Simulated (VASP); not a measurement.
# Te (P6/mmm) in VASP: notebook

Te is run at these levels: PBE; tasks: relaxation of cell and atoms.

Everything below comes from runs of VASP 6.6.1. Logs are shortened: lines on timing, memory, paths and dates and some standing lists are left out, and cuts for length are marked.

## 1. The cell of the first run

It takes space group P6/mmm (No. 191, hexagonal). The conventional cell has a = 3.175 Å, b = 3.175 Å, c = 2.984 Å, α = 90.00°, β = 90.00°, γ = 120.00°. Te (site symmetry 6/mmm) has 8 Te at 2.98 to 3.17 Å within 3.9 Å.

## 2. Relaxation of cell and atoms, PBE, target pressure 9 GPa, at which the enthalpy is minimised

INCAR

```
  PREC = Accurate
  ENCUT = 600
  EDIFF = 1E-7
  ISMEAR = -1
  SIGMA = 0.1
  LREAL = F
  LASPH = T
  NELM = 80
  ALGO = Normal
  ISIF = 3
  LWAVE = F
  LCHARG = F
  GGA = PE
  IBRION = 2
  NSW = 60
  EDIFFG = -0.005
  PSTRESS = 90.0
```

KPOINTS

```
regular mesh
0
Gamma
  14 14 13
```

POSCAR

```
Te
1.0
    3.1745330280      0.0000000000      0.0000000000
   -1.5872665140      2.7492262474      0.0000000000
    0.0000000000      0.0000000000      2.9840610463
Te
1
Direct
    0.0000000000      0.0000000000      0.0000000000
```

Potentials or basis: VASP PAW PBE potentials, release 64 (Te).

The run is started by

```sh
$ cat potpaw_PBE.64/Te/POTCAR > POTCAR
$ mpirun -np 1 vasp_std > vasp.out
```

OUTCAR:

```text
PREC = Accurate
   ENCUT = 600
   EDIFF = 1E-7
   ISMEAR = -1
   LREAL = F
   LASPH = T
   NELM = 80
   ISIF = 3
   GGA = PE
   IBRION = 2
   NSW = 60
   EDIFFG = -0.005
   PSTRESS = 90.0

 ion  position               nearest neighbor table
   1  0.000  0.000  0.000-

  LATTYP: Found a hexagonal cell.
 ALAT       =     3.1745330280
 C/A-ratio  =     0.9400000000

  Lattice vectors:

 A1 = (   3.1745330280,   0.0000000000,   0.0000000000)
 A2 = (  -1.5872665140,   2.7492262474,   0.0000000000)
 A3 = (   0.0000000000,   0.0000000000,   2.9840610463)

Analysis of symmetry for initial positions (statically):
=====================================================================
 Subroutine PRICEL returns:
 Original cell was already a primitive cell.

 Routine SETGRP: Setting up the symmetry group for a
 hexagonal supercell.

 Subroutine GETGRP returns: Found 24 space group operations
 (whereof 24 operations were pure point group operations)
 out of a pool of 24 trial point group operations.

The static configuration has the point symmetry D_6h.

Analysis of symmetry for dynamics (positions and initial velocities):
=====================================================================
 Subroutine PRICEL returns:
 Original cell was already a primitive cell.

 Routine SETGRP: Setting up the symmetry group for a
 hexagonal supercell.

 Subroutine GETGRP returns: Found 24 space group operations
 (whereof 24 operations were pure point group operations)
 out of a pool of 24 trial point group operations.

The dynamic configuration has the point symmetry D_6h.

 Subroutine INISYM returns: Found 24 space group operations
 (whereof 24 operations are pure point group operations),
 and found     1 'primitive' translations

----------------------------------------------------------------------------------------

                                     Primitive cell

  volume of cell :      26.0434

  direct lattice vectors                    reciprocal lattice vectors
     3.174533028  0.000000000  0.000000000     0.315006960  0.181869353  0.000000000
    -1.587266514  2.749226247  0.000000000     0.000000000  0.363738707  0.000000000
     0.000000000  0.000000000  2.984061046     0.000000000  0.000000000  0.335113788

  length of vectors
     3.174533028  3.174533028  2.984061046     0.363738707  0.363738707  0.335113788

  position of ions in fractional coordinates (direct lattice)
     0.000000000  0.000000000  0.000000000

  ion indices of the primitive-cell ions
   primitive index   ion index
                 1           1

----------------------------------------------------------------------------------------

 KPOINTS: regular mesh

Automatic generation of k-mesh.
 Grid dimensions read from file:
 generate k-points for:   14   14   13

 Generating k-lattice:

  Cartesian coordinates                     Fractional coordinates (reciprocal lattice)
     0.022500497  0.012990668  0.000000000     0.071428571  0.000000000  0.000000000
     0.000000000  0.025981336  0.000000000     0.000000000  0.071428571  0.000000000
     0.000000000  0.000000000  0.025777984     0.000000000  0.000000000  0.076923077

  Length of vectors
     0.025981336  0.025981336  0.025777984

  Shift w.r.t. Gamma in fractional coordinates (k-lattice)
     0.000000000  0.000000000  0.000000000

 Subroutine IBZKPT returns following result:
 ===========================================

 Found    168 irreducible k-points:

 Following reciprocal coordinates:
            Coordinates               Weight
  0.000000  0.000000  0.000000      1.000000
  0.071429  0.000000  0.000000      6.000000
  0.142857  0.000000  0.000000      6.000000
  0.214286 -0.000000  0.000000      6.000000
  0.285714  0.000000  0.000000      6.000000
  0.357143  0.000000  0.000000      6.000000
[... 16 lines left out ...]
  0.285714  0.285714  0.000000      6.000000
  0.357143  0.285714  0.000000      6.000000
 [... further k-points ...]
   k-points           NKPTS =    168   k-points in BZ     NKDIM =    168   number of bands    NBANDS=      7
   number of dos      NEDOS =    301   number of ions     NIONS =      1
   total plane-waves  NPLWV =  18816
   dimension x,y,z NGX =    28 NGY =   28 NGZ =   24
   dimension x,y,z NGXF=    56 NGYF=   56 NGZF=   48
   ions per type =               1
   NGX,Y,Z   is equivalent  to a cutoff of  14.66, 14.66, 13.37 a.u.
   NGXF,Y,Z  is equivalent  to a cutoff of  29.33, 29.33, 26.74 a.u.
 SYSTEM =  unknown system
   PREC   = accura    normal or accurate (medium, high low for compatibility)
   ISTART =      0    job   : 0-new  1-cont  2-samecut
   ICHARG =      2    charge: 1-file 2-atom 10-const
   ISPIN  =      1    spin polarized calculation?
   LNONCOLLINEAR =      F non collinear calculations
   LSORBIT =      F    spin-orbit coupling
   LASPH  =      T    aspherical Exc in radial PAW
   ENCUT  =  600.0 eV  44.10 Ry    6.64 a.u.   6.34  6.34  5.96*2*pi/ulx,y,z
   NELM   =     80;   NELMIN=  2; NELMDL= -5     # of ELM steps
   EDIFF  = 0.1E-06   stopping-criterion for ELM
   LREAL  =      F    real-space projection
   EDIFFG = -.5E-02   stopping-criterion for IOM
   NSW    =     60    number of steps for IOM
   IBRION =      2    ionic relax: 0-MD 1-quasi-New 2-CG
   NFREE  =      1    steps in history (QN), initial steepest desc. (CG)
   ISIF   =      3    stress and relaxation
   ISYM   =      2    0-nonsym 1-usesym 2-fastsym
   POTIM  = 0.5000    time-step for ionic-motion
   TEBEG  =    0.0;   TEEND  =   0.0 temperature during run
   PSTRESS=   90.0 pullay stress
   NELECT =       6.0000    total number of electrons
   NUPDOWN=      -1.0000    fix difference up-down
   EMIN   =  10.00;   EMAX   =-10.00  energy-range for DOS
   EFERMI =   0.00;   METHOD = LEGACY
   ISMEAR =    -1;   SIGMA  =   0.10  broadening in eV -4-tet -1-fermi 0-gaus
   EFERMI_NEDOS =   21; number of points for ismear=-14 and -15
   IALGO  =     38    algorithm
   IMIX   =      4    mixing-type and parameters
     AMIX     =   0.40;   BMIX     =  1.00
     AMIX_MAG =   1.60;   BMIX_MAG =  1.00
  volume/ion in A,a.u.               =      26.04       175.75
  Fermi-wavevector in a.u.,A,eV,Ry     =   1.003597  1.896523 13.703875  1.007206
  Thomas-Fermi vector in A             =   2.136159
   LORBIT       =      0    0 simple, 1 ext, 2 COOP (PROOUT), +10 PAW based schemes
   GGA     = PE    functional components
   LHFCALC =     F    Hartree Fock is set to
   AEXX    =    0.0000 exact exchange contribution
   IVDW    =     0    specifies the selected vdW correction
   LEPSILON=     F    determine dielectric tensor
   LRPA    =     F    only Hartree local field effects (RPA)
 conjugate gradient relaxation of ions
 non-spin polarized calculation
  energy-cutoff  :      600.00
  volume of cell :       26.04
 maximum number of plane-waves:       894
 NGX is ok and might be reduce to    28
   NGX = 13   NGY = 13   NGZ = 11

--------------------------------------- Ionic step        1  -------------------------------------------

 number of electron       5.9999999 magnetization

 Free energy of the ion-electron system (eV)
  ---------------------------------------------------
  ext. energy  EPLUGINS =         0.00000000
  ---------------------------------------------------
  free energy    TOTEN  =        -2.75823664 eV

  energy without entropy =       -2.73685235  energy(sigma->0) =       -2.74754449

------------------------ aborting loop because EDIFF is reached ----------------------------------------

  FORCE on cell =-STRESS in cart. coord.  units (eV):
  Direction    XX          YY          ZZ          XY          YZ          ZX
  --------------------------------------------------------------------------------------
  -------------------------------------------------------------------------------------
  Total        2.2062861      2.2062861      2.2392745      0.0000000     -0.0000000      0.0000000
  in kB      135.7295396    135.7295396    137.7589715      0.0000000     -0.0000000      0.0000000
  external PRESSURE =      46.4060169 kB  Pullay stress =      90.0000000 kB
[... 22 lines left out ...]
  enthalpy is  TOTEN    =        -1.2952850278 eV   P V=        1.4629516123

--------------------------------------- Ionic step        2  -------------------------------------------

 number of electron       6.0000000 magnetization

 E-fermi :   7.8320     XC(G=0):  -9.8998

 val. band max:        7.7827460993   @ k =   0.2857   0.1429   0.3846
 cond. band min:       7.8414807607   @ k =   0.4286  -0.0000   0.0769
 fundamental gap:      0.0587346615
 Fermi energy:         7.8319810691

 k-point     1 :       0.0000    0.0000    0.0000
  band No.  band energies     occupation
      1      -6.3368      2.00000
      2       9.3436      0.00000
      3      10.1545      0.00000
      4      10.1545      0.00000
      5      13.9729      0.00000
      6      15.9761      0.00000
      7      17.1723      0.00000
[... 221 lines left out ...]
 k-point    24 :       0.3571    0.2857    0.0000
  band No.  band energies     occupation
      1      -3.2715      2.00000
      2       2.6327      2.00000
      3       3.5570      2.00000
      4      11.7731      0.00000
      5      17.9101      0.00000
      6      19.1319      0.00000
      7      19.7949      0.00000

 [... further k-points ...]
[... 5 lines left out ...]
  --------------------------------------------------------------------------------------
  -------------------------------------------------------------------------------------
  Total        0.7779751      0.7779751      0.6657789      0.0000000      0.0000000      0.0000000
  in kB       42.9939945     42.9939945     36.7935878      0.0000000      0.0000000      0.0000000
  external PRESSURE =     -49.0728078 kB  Pullay stress =      90.0000000 kB
[... 207 lines left out ...]
  enthalpy is  TOTEN    =        -1.3124394971 eV   P V=        1.5329005563

--------------------------------------- Ionic step        8  -------------------------------------------

 number of electron       6.0000000 magnetization

 Free energy of the ion-electron system (eV)
  ---------------------------------------------------
  ext. energy  EPLUGINS =         0.00000000
  ---------------------------------------------------
  free energy    TOTEN  =        -2.84464949 eV

  energy without entropy =       -2.82268565  energy(sigma->0) =       -2.83366757

 E-fermi :   8.7129     XC(G=0): -10.1736

 val. band max:        8.7029150700   @ k =   0.4286  -0.0000   0.0769
 cond. band min:       8.7387767227   @ k =   0.1429   0.1429   0.0769
 fundamental gap:      0.0358616527
 Fermi energy:         8.7129079960

 k-point     1 :       0.0000    0.0000    0.0000
  band No.  band energies     occupation
      1      -5.9785      2.00000
      2      10.3557      0.00000
      3      11.2417      0.00000
      4      11.2417      0.00000
      5      14.8400      0.00000
      6      17.2901      0.00000
      7      18.1098      0.00000
[... 221 lines left out ...]
 k-point    24 :       0.3571    0.2857    0.0000
  band No.  band energies     occupation
      1      -2.5719      2.00000
      2       3.0931      2.00000
      3       4.0753      2.00000
      4      13.0842      0.00000
      5      19.0410      0.00000
      6      20.3935      0.00000
      7      20.8350      0.00000

 [... further k-points ...]
[... 5 lines left out ...]
  --------------------------------------------------------------------------------------
  -------------------------------------------------------------------------------------
  Total        1.5333941      1.5333941      1.5337107      0.0000000      0.0000000     -0.0000000
  in kB       90.0696407     90.0696407     90.0882370      0.0000000      0.0000000     -0.0000000
  external PRESSURE =       0.0758394 kB  Pullay stress =      90.0000000 kB
[... 16 lines left out ...]
  FREE ENERGIE OF THE ION-ELECTRON SYSTEM (eV)
  ---------------------------------------------------
  free  energy   TOTEN  =        -2.8446494920 eV

  energy  without entropy=       -2.8226856542  energy(sigma->0) =       -2.83366757

  enthalpy is  TOTEN    =        -1.3124409990 eV   P V=        1.5322084930

 reached required accuracy - stopping structural energy minimisation
```

It took 58 s on 1 thread of Intel Xeon Platinum 8559C (Emerald Rapids), shared host; peak memory 0.19 GiB.

What came out:

```
Free energy                                            : -2.8446 eV
Relaxed volume                                         : 27.28 Å³/atom
Relaxed cell                                           : a = 3.224 Å, b = 3.224 Å, c = 3.029 Å, α = 90.00°, β = 90.00°, γ = 120.00°
Space group after relaxing (to 0.05 Å)                 : P6/mmm (No. 191)
Energy change on relaxing (the enthalpy is what falls) : -86.4 meV/atom
Ionic steps                                            : 8
Pressure after relaxing                                : 9.0 GPa
Band gap on the k mesh                                 : zero (band 3 reaches 13.00 eV, above the bottom of band 4 at 5.69 eV)
```

Step by step:
| step | energy change (eV) | largest force (eV/Å) | pressure (GPa) | volume (Å³) |
| --- | --- | --- | --- | --- |
| 1 | 0.0000 | 0.0000 | 13.64 | 26.04 |
| 2 | -0.1550 | 0.0000 | 4.09 | 28.99 |
| 3 | -0.0873 | 0.0000 | 8.95 | 27.29 |
| 4 | -0.0859 | 0.0000 | 9.03 | 27.27 |
| 5 | -0.0860 | 0.0000 | 9.03 | 27.27 |
| 6 | -0.0860 | 0.0000 | 9.03 | 27.27 |
| 7 | -0.0871 | 0.0000 | 8.97 | 27.29 |
| 8 | -0.0864 | 0.0000 | 9.01 | 27.28 |

Final structure:
```
Te
1.0
     3.22437    0.00000    0.00000
    -1.61218    2.79238    0.00000
     0.00000    0.00000    3.02947
Te
1
Direct
  0.00000 0.00000 0.00000
```

Caveat: the cell is relaxed towards a set pressure, so the enthalpy falls and the energy may rise; spin-orbit coupling is left out, which moves the levels of the heavy elements.

## 3. Relaxation of cell and atoms, PBE, target pressure 9 GPa, at which the enthalpy is minimised

This run uses another cell than the first one, of 27.29 Å³/atom, 1.048 times its volume.

INCAR

```
  ALGO = Normal
  EDIFF = 1E-7
  EDIFFG = -0.005
  ENCUT = 600
  GGA = PE
  IBRION = 2
  ISIF = 3
  ISMEAR = -1
  LASPH = T
  LCHARG = F
  LREAL = F
  LWAVE = F
  NELM = 60
  NSW = 32
  PREC = Accurate
  PSTRESS = 90.0
  SIGMA = 0.1
```

KPOINTS

```
k-points
0
Gamma
  14 14 13
```

POSCAR

```
Te
1.0
    3.2250924038      0.0000000000      0.0000000000
   -1.6125462019      2.7930119512      0.0000000000
    0.0000000000      0.0000000000      3.0299826309
Te
1
Direct
    0.0000000000      0.0000000000      0.0000000000
```

Potentials or basis: VASP PAW PBE potentials, release 64 (Te).

The run is started by

```sh
$ cat potpaw_PBE.64/Te/POTCAR > POTCAR
$ mpirun -np 1 vasp_std > vasp.out
```

Wall time 25 s (1 thread of Intel Xeon Platinum 8559C (Emerald Rapids), shared host); peak memory 0.19 GiB.

Results (log left out):

```
Free energy                                            : -2.8447 eV
Relaxed volume                                         : 27.28 Å³/atom
Relaxed cell                                           : a = 3.224 Å, b = 3.224 Å, c = 3.029 Å, α = 90.00°, β = 90.00°, γ = 120.00°
Space group after relaxing (to 0.05 Å)                 : P6/mmm (No. 191)
Energy change on relaxing (the enthalpy is what falls) : +1.0 meV/atom
Ionic steps                                            : 3
Pressure after relaxing                                : 9.0 GPa
Band gap on the k mesh                                 : zero (band 3 reaches 13.00 eV, above the bottom of band 4 at 5.69 eV)
```

Step by step:
```tsv
step	energy change (eV)	largest force (eV/Å)	pressure (GPa)	volume (Å³)
1	0.0000	0.0000	8.95	27.29
2	0.0018	0.0000	9.06	27.26
3	0.0010	0.0000	9.01	27.28
```

Final structure:
```cif
data_structure
_symmetry_space_group_name_H-M 'P 1'
_symmetry_Int_Tables_number 1
_cell_length_a 3.2244
_cell_length_b 3.2244
_cell_length_c 3.0294
_cell_angle_alpha 90.000
_cell_angle_beta 90.000
_cell_angle_gamma 120.000
_cell_volume 27.28
loop_
_atom_site_label
_atom_site_type_symbol
_atom_site_fract_x
_atom_site_fract_y
_atom_site_fract_z
_atom_site_occupancy
Te1 Te 0.00000 0.00000 0.00000 1
```

Levels at points of the mesh, in eV from the Fermi level:
```
           k point  band 1  band 2  band 3  band 4  band 5  band 6  band 7
(0.00, 0.00, 0.00)  -14.69    1.64    2.53    2.53    6.13    8.58    9.40
(0.50, 0.00, 0.00)  -11.77   -6.82   -0.18    3.99    4.67   10.12   11.00
```

Caveat: the cell is relaxed towards a set pressure, so the enthalpy falls and the energy may rise; spin-orbit coupling is left out, which moves the levels of the heavy elements.
